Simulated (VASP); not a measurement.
# Ag4Au3 in VASP: single point with r2SCAN

Aim: the single point of Ag4Au3 with r2SCAN.

Program: VASP 6.6.1. These are calculated values, not measurements. Logs are shortened: lines on timing, memory, paths and dates and some standing lists are left out, and cuts for length are marked.

## Step 1: The cell of the first run

The cell holds a slab with vacuum, 7 atoms: a = 2.935 Å, b = 2.935 Å, c = 29.091 Å, α = 90.00°, β = 90.00°, γ = 120.00°.

## Step 2: Single point, r2SCAN

The input, POSCAR:

```
Ag4Au3
1.0
    2.9351665953      0.0000000000      0.0000000000
   -1.4675832976      2.5419288359      0.0000000000
    0.0000000000      0.0000000000     29.0907151500
Ag Au
4 3
Direct
    0.0000000000      0.0000000000      0.2578142188
    0.0000000000      0.0000000000      0.4192714063
    0.0000000000      0.0000000000      0.5807285937
    0.0000000000      0.0000000000      0.7421857812
    0.6666666700      0.3333333400      0.3385428125
    0.6666666700      0.3333333400      0.5000000000
    0.6666666700      0.3333333400      0.6614571875
```

The input, INCAR.step1:

```
ALGO = Normal
DIPOL = 0.5 0.5 0.500
EDIFF = 1E-4
ENCUT = 520
GGA = PE
IDIPOL = 3
ISMEAR = -1
LASPH = True
LCHARG = False
LDIPOL = True
LREAL = False
LWAVE = True
NBANDS = 48
NELM = 100
PREC = Accurate
SIGMA = 0.05
```

The input, INCAR.step2:

```
ALGO = Normal
DIPOL = 0.5 0.5 0.500
EDIFF = 1E-7
ENCUT = 520
IDIPOL = 3
ISIF = 2
ISMEAR = -1
ISTART = 1
LASPH = True
LCHARG = False
LDIPOL = True
LMIXTAU = True
LREAL = False
LWAVE = False
METAGGA = R2SCAN
NBANDS = 48
NELM = 100
PREC = Accurate
SIGMA = 0.05
```

The input, KPOINTS:

```
k-points
0
Gamma
  10 10 1
```

Potentials or basis: VASP PAW PBE potentials, release 64 (Ag, Au).

Run with:

```sh
> cat potpaw_PBE.64/Ag/POTCAR potpaw_PBE.64/Au/POTCAR > POTCAR
> cp INCAR.step1 INCAR
> mpirun -np 1 vasp_std > vasp.out
> cp INCAR.step2 INCAR
> mpirun -np 1 vasp_std > vasp.out
```

OUTCAR:

```text
EDIFF = 1E-7
   ENCUT = 520
   ISIF = 2
   ISMEAR = -1
   ISTART = 1
   LASPH = True
   LREAL = False
   METAGGA = R2SCAN
   NELM = 100
   PREC = Accurate

 ion  position               nearest neighbor table
   1  0.000  0.000  0.258-   5 2.90   5 2.90   5 2.90
   2  0.000  0.000  0.419-   6 2.90   5 2.90   6 2.90   6 2.90   5 2.90   5 2.90
   3  0.000  0.000  0.581-   6 2.90   7 2.90   6 2.90   6 2.90   7 2.90   7 2.90
   4  0.000  0.000  0.742-   7 2.90   7 2.90   7 2.90
   5  0.667  0.333  0.339-   1 2.90   2 2.90   1 2.90   1 2.90   2 2.90   2 2.90
   6  0.667  0.333  0.500-   2 2.90   3 2.90   2 2.90   3 2.90   2 2.90   3 2.90
   7  0.667  0.333  0.661-   4 2.90   3 2.90   4 2.90   4 2.90   3 2.90   3 2.90

  LATTYP: Found a hexagonal cell.
 ALAT       =     2.9351665953
 C/A-ratio  =     9.9110950624

  Lattice vectors:

 A1 = (   2.9351665953,   0.0000000000,   0.0000000000)
 A2 = (  -1.4675832976,   2.5419288359,   0.0000000000)
 A3 = (   0.0000000000,   0.0000000000,  29.0907151500)

Analysis of symmetry for initial positions (statically):
=====================================================================
 Subroutine PRICEL returns:
 Original cell was already a primitive cell.

 Routine SETGRP: Setting up the symmetry group for a
 hexagonal supercell.

 Subroutine GETGRP returns: Found 12 space group operations
 (whereof 12 operations were pure point group operations)
 out of a pool of 24 trial point group operations.

The static configuration has the point symmetry D_3h.

Analysis of symmetry for dynamics (positions and initial velocities):
=====================================================================
 Subroutine PRICEL returns:
 Original cell was already a primitive cell.

 Routine SETGRP: Setting up the symmetry group for a
 hexagonal supercell.

 Subroutine GETGRP returns: Found 12 space group operations
 (whereof 12 operations were pure point group operations)
 out of a pool of 24 trial point group operations.

The dynamic configuration has the point symmetry D_3h.

 Subroutine INISYM returns: Found 12 space group operations
 (whereof 12 operations are pure point group operations),
 and found     1 'primitive' translations

----------------------------------------------------------------------------------------

                                     Primitive cell

  volume of cell :     217.0454

  direct lattice vectors                    reciprocal lattice vectors
     2.935166595  0.000000000  0.000000000     0.340696164  0.196701022  0.000000000
    -1.467583298  2.541928836  0.000000000     0.000000000  0.393402044  0.000000000
     0.000000000  0.000000000 29.090715150     0.000000000  0.000000000  0.034375229

  length of vectors
     2.935166595  2.935166595 29.090715150     0.393402044  0.393402044  0.034375229

  position of ions in fractional coordinates (direct lattice)
     0.000000000  0.000000000  0.257814219
     0.000000000  0.000000000  0.419271406
     0.000000000  0.000000000  0.580728594
     0.000000000  0.000000000  0.742185781
     0.666666670  0.333333340  0.338542813
     0.666666670  0.333333340  0.500000000
     0.666666670  0.333333340  0.661457187

  ion indices of the primitive-cell ions
   primitive index   ion index
                 1           1
                 2           2
                 3           3
                 4           4
                 5           5
                 6           6
                 7           7

----------------------------------------------------------------------------------------

 KPOINTS: k-points

Automatic generation of k-mesh.
 Grid dimensions read from file:
 generate k-points for:   10   10    1

 Generating k-lattice:

  Cartesian coordinates                     Fractional coordinates (reciprocal lattice)
     0.034069616  0.019670102  0.000000000     0.100000000  0.000000000  0.000000000
     0.000000000  0.039340204  0.000000000     0.000000000  0.100000000  0.000000000
     0.000000000  0.000000000  0.034375229     0.000000000  0.000000000  1.000000000

  Length of vectors
     0.039340204  0.039340204  0.034375229

  Shift w.r.t. Gamma in fractional coordinates (k-lattice)
     0.000000000  0.000000000  0.000000000

 Subroutine IBZKPT returns following result:
 ===========================================

 Found     14 irreducible k-points:

 Following reciprocal coordinates:
            Coordinates               Weight
  0.000000  0.000000  0.000000      1.000000
  0.100000  0.000000  0.000000      6.000000
  0.200000  0.000000  0.000000      6.000000
  0.300000  0.000000  0.000000      6.000000
  0.400000 -0.000000  0.000000      6.000000
  0.500000 -0.000000  0.000000      3.000000
  0.100000  0.100000  0.000000      6.000000
  0.200000  0.100000  0.000000     12.000000
  0.300000  0.100000  0.000000     12.000000
  0.400000  0.100000  0.000000     12.000000
  0.200000  0.200000  0.000000      6.000000
  0.300000  0.200000  0.000000     12.000000
  0.400000  0.200000  0.000000      6.000000
  0.300000  0.300000  0.000000      6.000000
   k-points           NKPTS =     14   k-points in BZ     NKDIM =     14   number of bands    NBANDS=     48
   number of dos      NEDOS =    301   number of ions     NIONS =      7
   total plane-waves  NPLWV = 124416
   dimension x,y,z NGX =    24 NGY =   24 NGZ =  216
   dimension x,y,z NGXF=    48 NGYF=   48 NGZF=  432
   ions per type =               4   3
   NGX,Y,Z   is equivalent  to a cutoff of  13.59, 13.59, 12.34 a.u.
   NGXF,Y,Z  is equivalent  to a cutoff of  27.19, 27.19, 24.69 a.u.
 SYSTEM =  unknown system
   PREC   = accura    normal or accurate (medium, high low for compatibility)
   ISTART =      1    job   : 0-new  1-cont  2-samecut
   ICHARG =      0    charge: 1-file 2-atom 10-const
   ISPIN  =      1    spin polarized calculation?
   LNONCOLLINEAR =      F non collinear calculations
   LSORBIT =      F    spin-orbit coupling
   LASPH  =      T    aspherical Exc in radial PAW
   ENCUT  =  520.0 eV  38.22 Ry    6.18 a.u.   5.46  5.46 54.09*2*pi/ulx,y,z
   NELM   =    100;   NELMIN=  2; NELMDL=  0     # of ELM steps
   EDIFF  = 0.1E-06   stopping-criterion for ELM
   LREAL  =      F    real-space projection
   EDIFFG = 0.1E-05   stopping-criterion for IOM
   NSW    =      0    number of steps for IOM
   IBRION =     -1    ionic relax: 0-MD 1-quasi-New 2-CG
   NFREE  =      0    steps in history (QN), initial steepest desc. (CG)
   ISIF   =      2    stress and relaxation
   ISYM   =      2    0-nonsym 1-usesym 2-fastsym
   POTIM  = 0.5000    time-step for ionic-motion
   TEBEG  =    0.0;   TEEND  =   0.0 temperature during run
   PSTRESS=    0.0 pullay stress
   NELECT =      77.0000    total number of electrons
   NUPDOWN=      -1.0000    fix difference up-down
   EMIN   =  10.00;   EMAX   =-10.00  energy-range for DOS
   EFERMI =   0.00;   METHOD = LEGACY
   ISMEAR =    -1;   SIGMA  =   0.05  broadening in eV -4-tet -1-fermi 0-gaus
   EFERMI_NEDOS =   21; number of points for ismear=-14 and -15
   IALGO  =     38    algorithm
   IMIX   =      4    mixing-type and parameters
     AMIX     =   0.40;   BMIX     =  1.00
     AMIX_MAG =   1.60;   BMIX_MAG =  1.00
  volume/ion in A,a.u.               =      31.01       209.24
  Fermi-wavevector in a.u.,A,eV,Ry     =   1.158924  2.190048 18.274045  1.343104
  Thomas-Fermi vector in A             =   2.295521
   LORBIT       =      0    0 simple, 1 ext, 2 COOP (PROOUT), +10 PAW based schemes
   METAGGA = R2SCAN    functional components
   LHFCALC =     F    Hartree Fock is set to
   AEXX    =    0.0000 exact exchange contribution
   IVDW    =     0    specifies the selected vdW correction
   LEPSILON=     F    determine dielectric tensor
   LRPA    =     F    only Hartree local field effects (RPA)
 non-spin polarized calculation
  energy-cutoff  :      520.00
  volume of cell :      217.05
 maximum number of plane-waves:      5933
 NGX is ok and might be reduce to    24
   NGX = 11   NGY = 11   NGZ =109

 dipolmoment           0.000000      0.000000      0.000000 electrons x Angstroem

 number of electron      77.0000009 magnetization

 dipolmoment           0.000000      0.000000     -0.000000 electrons x Angstroem

 Free energy of the ion-electron system (eV)
  ---------------------------------------------------
  ext. energy  EPLUGINS =         0.00000000
  ---------------------------------------------------
  free energy    TOTEN  =      -236.51184247 eV

  energy without entropy =     -236.49665495  energy(sigma->0) =     -236.50424871

 E-fermi :   2.8591     XC(G=0):  -7.8858

 val. band max:        2.7539776093   @ k =   0.4000  -0.0000   0.0000
 cond. band min:       2.9151760611   @ k =   0.1000   0.0000   0.0000
 fundamental gap:      0.1611984518
 Fermi energy:         2.8591291537

 k-point     1 :       0.0000    0.0000    0.0000
  band No.  band energies     occupation
      1      -5.9530      2.00000
      2      -5.5805      2.00000
      3      -5.2026      2.00000
      4      -3.8376      2.00000
      5      -3.6857      2.00000
      6      -3.4285      2.00000
[... 40 lines left out ...]
     47       8.8737      0.00000
     48       9.3520      0.00000

 k-point     2 :       0.1000    0.0000    0.0000
  band No.  band energies     occupation
      1      -5.6566      2.00000
      2      -5.2884      2.00000
      3      -4.9120      2.00000
      4      -3.6604      2.00000
      5      -3.4958      2.00000
      6      -3.2282      2.00000
[... 40 lines left out ...]
     47       9.1065      0.00000
     48       9.5413      0.00000

 k-point     3 :       0.2000    0.0000    0.0000
  band No.  band energies     occupation
      1      -4.8646      2.00000
      2      -4.5388      2.00000
      3      -4.2122      2.00000
      4      -3.3241      2.00000
      5      -3.1473      2.00000
      6      -2.9026      2.00000
[... 40 lines left out ...]
     47       9.8074      0.00000
     48      10.1165      0.00000

 k-point     4 :       0.3000    0.0000    0.0000
  band No.  band energies     occupation
      1      -4.0543      2.00000
      2      -3.9165      2.00000
      3      -3.8083      2.00000
      4      -3.3468      2.00000
      5      -3.2327      2.00000
      6      -3.0851      2.00000
[... 448 lines left out ...]
     47       9.8573      0.00000
     48      10.2800      0.00000

 k-point    13 :       0.4000    0.2000    0.0000
  band No.  band energies     occupation
      1      -3.4832      2.00000
      2      -3.4719      2.00000
      3      -3.2404      2.00000
      4      -3.2242      2.00000
      5      -3.1593      2.00000
      6      -2.9973      2.00000
[... 40 lines left out ...]
     47       9.0892      0.00000
     48       9.2381      0.00000

 k-point    14 :       0.3000    0.3000    0.0000
  band No.  band energies     occupation
      1      -3.2942      2.00000
      2      -3.1820      2.00000
      3      -3.0469      2.00000
      4      -3.0440      2.00000
      5      -2.9942      2.00000
      6      -2.9361      2.00000
[... 40 lines left out ...]
     47       8.7715      0.00000
     48       9.3830      0.00000

------------------------ aborting loop because EDIFF is reached ----------------------------------------

 vacuum level on the upper side and lower side of the slab       (xc-potential included)        -0.050        -0.050

  FORCE on cell =-STRESS in cart. coord.  units (eV):
  Direction    XX          YY          ZZ          XY          YZ          ZX
  --------------------------------------------------------------------------------------
  -------------------------------------------------------------------------------------
  Total       -1.6480420     -1.6480420     -0.1887262     -0.0000000      0.0000000      0.0000000
  in kB      -12.1654539    -12.1654539     -1.3931319     -0.0000000      0.0000000      0.0000000
  external PRESSURE =      -8.5746799 kB  Pullay stress =       0.0000000 kB

 VOLUME and BASIS-vectors are now :
 -----------------------------------------------------------------------------
  energy-cutoff  :      520.00
  volume of cell :      217.05
      direct lattice vectors                 reciprocal lattice vectors
     2.935166595  0.000000000  0.000000000     0.340696164  0.196701022  0.000000000
    -1.467583298  2.541928836  0.000000000     0.000000000  0.393402044  0.000000000
     0.000000000  0.000000000 29.090715150     0.000000000  0.000000000  0.034375229

 POSITION                                       TOTAL-FORCE (eV/Angst)
 -----------------------------------------------------------------------------------
      0.00000      0.00000      7.50000        -0.000000      0.000000     -0.010622
      0.00000      0.00000     12.19691        -0.000000      0.000000     -0.058393
      0.00000      0.00000     16.89381        -0.000000      0.000000      0.058393
      0.00000      0.00000     21.59072        -0.000000     -0.000000      0.010622
      1.46758      0.84731      9.84845         0.000000      0.000000      0.056030
      1.46758      0.84731     14.54536        -0.000000     -0.000000      0.000000
      1.46758      0.84731     19.24226         0.000000     -0.000000     -0.056030
 -----------------------------------------------------------------------------------
    total drift:                                0.000003     -0.000017      0.000000

  FREE ENERGIE OF THE ION-ELECTRON SYSTEM (eV)
  ---------------------------------------------------
  free  energy   TOTEN  =      -236.5118424684 eV

  energy  without entropy=     -236.4966549459  energy(sigma->0) =     -236.50424871

 vacuum level on the upper side and lower side of the slab         7.209         7.209
```

Wall time 9.4 min (1 thread of Intel Xeon 6975P-C (Granite Rapids), shared host); peak memory 0.43 GiB.

Results:

```yaml
Free_energy: -236.5118 eV
Largest_force: 0.058 eV/Å
Band_gap_on_the_k_mesh: zero (an odd number of electrons rules out a gap without spin polarisation)
```

Forces in eV/Å, atoms in the order of the input:
```
Ag   0.000  0.000 -0.011
Ag   0.000  0.000 -0.058
Ag   0.000  0.000  0.058
Ag   0.000  0.000  0.011
Au   0.000  0.000  0.056
Au   0.000  0.000  0.000
Au   0.000  0.000 -0.056
```

Levels at points of the mesh, in eV from the Fermi level:
```
           k point  band 35  band 36  band 37  band 38  band 39  band 40  band 41  band 42  band 43  band 44
(0.00, 0.00, 0.00)    -2.92    -2.92    -2.81    -2.81    -2.79    -2.79    -2.12    -0.44     0.15     4.03
(0.50, 0.00, 0.00)    -2.06     0.09     0.18     0.40     1.01     1.25     1.41     1.41     3.80     4.48
```

Caveat: the PAW data sets were made with another functional, which shifts forces and pressure a little; spin-orbit coupling is left out, which moves the levels of the heavy elements.
